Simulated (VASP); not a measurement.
# Mg3Be (Pm-3m) in VASP: notebook

Mg3Be is run at these levels: PBE; tasks: single point, relaxation of cell and atoms.

Everything below comes from runs of VASP 6.6.1. Logs are shortened: lines on timing, memory, paths and dates and some standing lists are left out, and cuts for length are marked.

## (1) The cell of the first run

Symmetry: Pm-3m, No. 221, cubic system. Conventional cell: a = 4.225 Å, b = 4.225 Å, c = 4.225 Å, α = 90.00°, β = 90.00°, γ = 90.00°. Mg (site symmetry 4/mmm) has 8 Mg at 2.99 Å and 4 Be at 2.99 Å within 3.9 Å. Be (site symmetry m-3m) has 12 Mg at 2.99 Å within 3.9 Å.

## (2) Single point, PBE

File INCAR:

```
PREC     = Accurate       # precision mode
ENCUT    = 520            # plane-wave cutoff, eV
EDIFF    = 1E-7           # SCF threshold, eV
ISMEAR   = 0              # smearing method
SIGMA    = 0.1            # smearing width, eV
LREAL    = False          # projectors in reciprocal space
LASPH    = True           # aspherical terms in the spheres
NELM     = 80             # most SCF steps
ALGO     = Normal         # electronic algorithm
ISIF     = 2              # what is computed and relaxed
LWAVE    = False          # write WAVECAR
LCHARG   = False          # write CHGCAR
GGA      = PE             # functional
NBANDS   = 12             # bands
```

File KPOINTS:

```
Automatic mesh
0
Gamma
  12 12 12
```

File POSCAR:

```
Mg3Be
1.0
    4.2253250963      0.0000000000      0.0000000000
    0.0000000000      4.2253250963      0.0000000000
    0.0000000000      0.0000000000      4.2253250963
Mg Be
3 1
Direct
    0.0000000000      0.5000000000      0.5000000000
    0.5000000000      0.0000000000      0.5000000000
    0.5000000000      0.5000000000      0.0000000000
    0.0000000000      0.0000000000      0.0000000000
```

Potentials or basis: VASP PAW PBE potentials, release 64 (Mg, Be).

Run with:

```bash
> cat potpaw_PBE.64/Mg/POTCAR potpaw_PBE.64/Be/POTCAR > POTCAR
> mpirun -np 1 vasp_std > vasp.out
```

OUTCAR:

```text
PREC = Accurate
   ENCUT = 520
   EDIFF = 1E-7
   ISMEAR = 0
   LREAL = False
   LASPH = True
   NELM = 80
   ISIF = 2
   GGA = PE

 ion  position               nearest neighbor table
   1  0.000  0.500  0.500-   2 2.99   3 2.99   4 2.99   3 2.99   4 2.99   2 2.99   4 2.99   4 2.99
                             2 2.99   3 2.99   3 2.99   2 2.99
   2  0.500  0.000  0.500-   1 2.99   3 2.99   4 2.99   3 2.99   4 2.99   1 2.99   3 2.99   3 2.99
                             1 2.99   4 2.99   4 2.99   1 2.99
   3  0.500  0.500  0.000-   1 2.99   2 2.99   4 2.99   1 2.99   2 2.99   2 2.99   4 2.99   2 2.99
                             1 2.99   4 2.99   1 2.99   4 2.99
   4  0.000  0.000  0.000-   1 2.99   2 2.99   3 2.99   1 2.99   2 2.99   1 2.99   3 2.99   1 2.99
                             2 2.99   3 2.99   2 2.99   3 2.99

  LATTYP: Found a simple cubic cell.
 ALAT       =     4.2253250963

  Lattice vectors:

 A1 = (   4.2253250963,   0.0000000000,   0.0000000000)
 A2 = (   0.0000000000,   4.2253250963,   0.0000000000)
 A3 = (   0.0000000000,   0.0000000000,   4.2253250963)

Analysis of symmetry for initial positions (statically):
=====================================================================
 Subroutine PRICEL returns:
 Original cell was already a primitive cell.

 Routine SETGRP: Setting up the symmetry group for a
 simple cubic supercell.

 Subroutine GETGRP returns: Found 48 space group operations
 (whereof 48 operations were pure point group operations)
 out of a pool of 48 trial point group operations.

The static configuration has the point symmetry O_h .

Analysis of symmetry for dynamics (positions and initial velocities):
=====================================================================
 Subroutine PRICEL returns:
 Original cell was already a primitive cell.

 Routine SETGRP: Setting up the symmetry group for a
 simple cubic supercell.

 Subroutine GETGRP returns: Found 48 space group operations
 (whereof 48 operations were pure point group operations)
 out of a pool of 48 trial point group operations.

The dynamic configuration has the point symmetry O_h .

 Subroutine INISYM returns: Found 48 space group operations
 (whereof 48 operations are pure point group operations),
 and found     1 'primitive' translations

----------------------------------------------------------------------------------------

                                     Primitive cell

  volume of cell :      75.4363

  direct lattice vectors                    reciprocal lattice vectors
     4.225325096  0.000000000  0.000000000     0.236668180  0.000000000  0.000000000
[... 107 lines left out ...]
   IALGO  =     38    algorithm
   IMIX   =      4    mixing-type and parameters
     AMIX     =   0.40;   BMIX     =  1.00
     AMIX_MAG =   1.60;   BMIX_MAG =  1.00
  volume/ion in A,a.u.               =      18.86       127.27
  Fermi-wavevector in a.u.,A,eV,Ry     =   0.774898  1.464345  8.169854  0.600467
  Thomas-Fermi vector in A             =   1.877052
   LORBIT       =      0    0 simple, 1 ext, 2 COOP (PROOUT), +10 PAW based schemes
   GGA     = PE    functional components
   LHFCALC =     F    Hartree Fock is set to
   AEXX    =    0.0000 exact exchange contribution
   IVDW    =     0    specifies the selected vdW correction
   LEPSILON=     F    determine dielectric tensor
   LRPA    =     F    only Hartree local field effects (RPA)
 non-spin polarized calculation
 Gauss-broadening in eV      SIGMA  =   0.10
  energy-cutoff  :      520.00
  volume of cell :       75.44
 maximum number of plane-waves:      2054
 NGX is ok and might be reduce to    32
   NGX = 15   NGY = 15   NGZ = 15

 number of electron       8.0000000 magnetization

 Free energy of the ion-electron system (eV)
  ---------------------------------------------------
  ext. energy  EPLUGINS =         0.00000000
  ---------------------------------------------------
  free energy    TOTEN  =        -7.13864725 eV

  energy without entropy =       -7.12821313  energy(sigma->0) =       -7.13343019

 E-fermi :   3.0857     XC(G=0):  -8.8557

 val. band max:        3.0830521690   @ k =   0.3333   0.2500   0.0833
 cond. band min:       3.1077499731   @ k =   0.1667   0.1667   0.0000
 fundamental gap:      0.0246978041
 Fermi energy:         3.0857488310

 k-point     1 :       0.0000    0.0000    0.0000
  band No.  band energies     occupation
      1      -4.4016      2.00000
      2       2.7115      2.00000
      3       2.7115      2.00000
      4       2.7115      2.00000
      5       3.4127      0.00000
      6       4.8280      0.00000
      7       4.8280      0.00000
      8       9.3243      0.00000
      9       9.3243      0.00000
     10       9.3243      0.00000
     11      10.4195      0.00000
     12      10.4195      0.00000
[... 331 lines left out ...]
 k-point    24 :       0.4167    0.3333    0.0000
  band No.  band energies     occupation
      1      -2.1180      2.00000
      2      -0.8131      2.00000
      3       0.4655      2.00000
      4       1.7352      2.00000
      5       4.5822      0.00000
      6       6.2180      0.00000
      7       6.6148      0.00000
      8       7.7354      0.00000
      9       7.8144      0.00000
     10       8.8225      0.00000
     11       8.9819      0.00000
     12      10.2448      0.00000

 [... further k-points ...]

------------------------ aborting loop because EDIFF is reached ----------------------------------------

  FORCE on cell =-STRESS in cart. coord.  units (eV):
  Direction    XX          YY          ZZ          XY          YZ          ZX
  --------------------------------------------------------------------------------------
  -------------------------------------------------------------------------------------
  Total       -0.0652328     -0.0652328     -0.0652328      0.0000000      0.0000000     -0.0000000
  in kB       -1.3854667     -1.3854667     -1.3854667      0.0000000      0.0000000     -0.0000000
  external PRESSURE =      -1.3854667 kB  Pullay stress =       0.0000000 kB

 VOLUME and BASIS-vectors are now :
 -----------------------------------------------------------------------------
  energy-cutoff  :      520.00
  volume of cell :       75.44
      direct lattice vectors                 reciprocal lattice vectors
     4.225325096  0.000000000  0.000000000     0.236668180  0.000000000  0.000000000
     0.000000000  4.225325096  0.000000000     0.000000000  0.236668180  0.000000000
     0.000000000  0.000000000  4.225325096     0.000000000  0.000000000  0.236668180

 POSITION                                       TOTAL-FORCE (eV/Angst)
 -----------------------------------------------------------------------------------
      0.00000      2.11266      2.11266         0.000000      0.000000      0.000000
      2.11266      0.00000      2.11266         0.000000      0.000000      0.000000
      2.11266      2.11266      0.00000         0.000000      0.000000      0.000000
      0.00000      0.00000      0.00000         0.000000      0.000000      0.000000
 -----------------------------------------------------------------------------------
    total drift:                               -0.000000      0.000000      0.000000

  FREE ENERGIE OF THE ION-ELECTRON SYSTEM (eV)
  ---------------------------------------------------
  free  energy   TOTEN  =        -7.1386472507 eV

  energy  without entropy=       -7.1282131266  energy(sigma->0) =       -7.13343019
```

stdout:

```text
POSCAR found type information on POSCAR MgBe
 POSCAR found :  2 types and       4 ions
 scaLAPACK will be used
 LDA part: xc-table for (Slater+PW92), standard interpolation
 POSCAR, INCAR and KPOINTS ok, starting setup
 FFT: planning ... GRIDC
 FFT: planning ... GRID_SOFT
 FFT: planning ... GRID
 WAVECAR not read
 entering main loop
```

Wall time 61 s (1 thread of Intel Xeon 8259CL, shared host); peak memory 0.22 GiB.

Results:

```yaml
Free_energy: -7.1386 eV
Pressure: -0.1 GPa
Band_gap_on_the_k_mesh: zero (bands 4 and 5 overlap by 2.94 eV)
```

## (3) Relaxation of cell and atoms, PBE

This run uses another cell than the first one, of 18.81 Å³/atom.

File INCAR:

```
SYSTEM = Mg3Be
  PREC = Accurate
  ENCUT = 600
  EDIFF = 1E-6
  ISMEAR = 0
  SIGMA = 0.1
  LREAL = .FALSE.
  LASPH = .TRUE.
  NELM = 60
  ALGO = Normal
  ISIF = 3
  LWAVE = .FALSE.
  LCHARG = .FALSE.
  GGA = PE
  IBRION = 2
  NSW = 100
  EDIFFG = -0.01
```

File KPOINTS:

```
regular mesh
0
G
  12 12 12
  0 0 0
```

File POSCAR:

```
Mg3Be
1.0
    4.2213558280      0.0000000000      0.0000000000
    0.0000000000      4.2213558280      0.0000000000
    0.0000000000      0.0000000000      4.2213558280
Mg Be
3 1
Direct
    0.0000000000      0.5000000000      0.5000000000
    0.5000000000      0.0000000000      0.5000000000
    0.5000000000      0.5000000000      0.0000000000
    0.0000000000      0.0000000000      0.0000000000
```

Potentials or basis: VASP PAW PBE potentials, release 64 (Mg, Be).

Run with:

```bash
> cat potpaw_PBE.64/Mg/POTCAR potpaw_PBE.64/Be/POTCAR > POTCAR
> mpirun -np 1 vasp_std > vasp.out
```

OUTCAR:

```text
SYSTEM = Mg3Be
   PREC = Accurate
   ENCUT = 600
   EDIFF = 1E-6
   ISMEAR = 0
   LREAL = .FALSE.
   LASPH = .TRUE.
   NELM = 60
   ISIF = 3
   GGA = PE
   IBRION = 2
   NSW = 100
   EDIFFG = -0.01

 ion  position               nearest neighbor table
   1  0.000  0.500  0.500-   2 2.98   3 2.98   4 2.98   3 2.98   4 2.98   2 2.98   4 2.98   4 2.98
                             2 2.98   3 2.98   3 2.98   2 2.98
   2  0.500  0.000  0.500-   1 2.98   3 2.98   4 2.98   3 2.98   4 2.98   1 2.98   3 2.98   3 2.98
                             1 2.98   4 2.98   4 2.98   1 2.98
   3  0.500  0.500  0.000-   1 2.98   2 2.98   4 2.98   1 2.98   2 2.98   2 2.98   4 2.98   2 2.98
                             1 2.98   4 2.98   1 2.98   4 2.98
   4  0.000  0.000  0.000-   1 2.98   2 2.98   3 2.98   1 2.98   2 2.98   1 2.98   3 2.98   1 2.98
                             2 2.98   3 2.98   2 2.98   3 2.98

  LATTYP: Found a simple cubic cell.
 ALAT       =     4.2213558280

  Lattice vectors:

 A1 = (   4.2213558280,   0.0000000000,   0.0000000000)
 A2 = (   0.0000000000,   4.2213558280,   0.0000000000)
 A3 = (   0.0000000000,   0.0000000000,   4.2213558280)

Analysis of symmetry for initial positions (statically):
[... 184 lines left out ...]
 Fermi energy:         3.1015586481

 k-point     1 :       0.0000    0.0000    0.0000
  band No.  band energies     occupation
      1      -4.3985      2.00000
      2       2.7258      2.00000
      3       2.7258      2.00000
      4       2.7258      2.00000
      5       3.4299      0.00000
      6       4.8476      0.00000
      7       4.8476      0.00000
      8       9.3531      0.00000
[... 243 lines left out ...]
 k-point    24 :       0.4167    0.3333    0.0000
  band No.  band energies     occupation
      1      -2.1109      2.00000
      2      -0.8038      2.00000
      3       0.4767      2.00000
      4       1.7483      2.00000
      5       4.5987      0.00000
      6       6.2386      0.00000
      7       6.6400      0.00000
      8       7.7615      0.00000

 [... further k-points ...]
[... 5 lines left out ...]
  --------------------------------------------------------------------------------------
  -------------------------------------------------------------------------------------
  Total       -0.0053128     -0.0053128     -0.0053128      0.0000000      0.0000000     -0.0000000
  in kB       -0.1131566     -0.1131566     -0.1131566      0.0000000      0.0000000     -0.0000000
  external PRESSURE =      -0.1131566 kB  Pullay stress =       0.0000000 kB

 VOLUME and BASIS-vectors are now :
 -----------------------------------------------------------------------------
  energy-cutoff  :      600.00
  volume of cell :       75.22
      direct lattice vectors                 reciprocal lattice vectors
     4.221355828  0.000000000  0.000000000     0.236890715  0.000000000  0.000000000
     0.000000000  4.221355828  0.000000000     0.000000000  0.236890715  0.000000000
     0.000000000  0.000000000  4.221355828     0.000000000  0.000000000  0.236890715

 POSITION                                       TOTAL-FORCE (eV/Angst)
 -----------------------------------------------------------------------------------
      0.00000      2.11068      2.11068         0.000000      0.000000      0.000000
      2.11068      0.00000      2.11068         0.000000      0.000000      0.000000
      2.11068      2.11068      0.00000         0.000000      0.000000      0.000000
      0.00000      0.00000      0.00000         0.000000      0.000000      0.000000
 -----------------------------------------------------------------------------------
    total drift:                                0.000000     -0.000000     -0.000000

  FREE ENERGIE OF THE ION-ELECTRON SYSTEM (eV)
  ---------------------------------------------------
  free  energy   TOTEN  =        -7.1389979258 eV

  energy  without entropy=       -7.1286293064  energy(sigma->0) =       -7.13381362

 reached required accuracy - stopping structural energy minimisation
```

CONTCAR:

```text
Mg3Be
   1.00000000000000
     4.2213558280000001    0.0000000000000000    0.0000000000000000
     0.0000000000000000    4.2213558280000001    0.0000000000000000
     0.0000000000000000    0.0000000000000000    4.2213558280000001
  Mg              Be
     3     1
Direct
     0.0000000000000000    0.5000000000000000    0.5000000000000000
     0.5000000000000000    0.0000000000000000    0.5000000000000000
     0.5000000000000000    0.5000000000000000    0.0000000000000000
     0.0000000000000000    0.0000000000000000    0.0000000000000000

  0.00000000E+00  0.00000000E+00  0.00000000E+00
  0.00000000E+00  0.00000000E+00  0.00000000E+00
  0.00000000E+00  0.00000000E+00  0.00000000E+00
  0.00000000E+00  0.00000000E+00  0.00000000E+00
```

Wall time 70 s (1 thread of Intel Xeon 8259CL, shared host); peak memory 0.25 GiB.

Results:

```yaml
Free_energy: -7.1390 eV
Pressure_after_relaxing: 0.0 GPa
```

Final structure:
```yaml
crystal:
  lattice:
    - [4.22136, 0.00000, 0.00000]
    - [0.00000, 4.22136, 0.00000]
    - [0.00000, 0.00000, 4.22136]
  atoms:
    - { symbol: Mg, position: [0.00000, 0.50000, 0.50000] }
    - { symbol: Mg, position: [0.50000, 0.00000, 0.50000] }
    - { symbol: Mg, position: [0.50000, 0.50000, 0.00000] }
    - { symbol: Be, position: [0.00000, 0.00000, 0.00000] }
```

Caveat: the relaxation stopped at its first step, so nothing moved; the highest band is partly filled, so the run has too few bands.
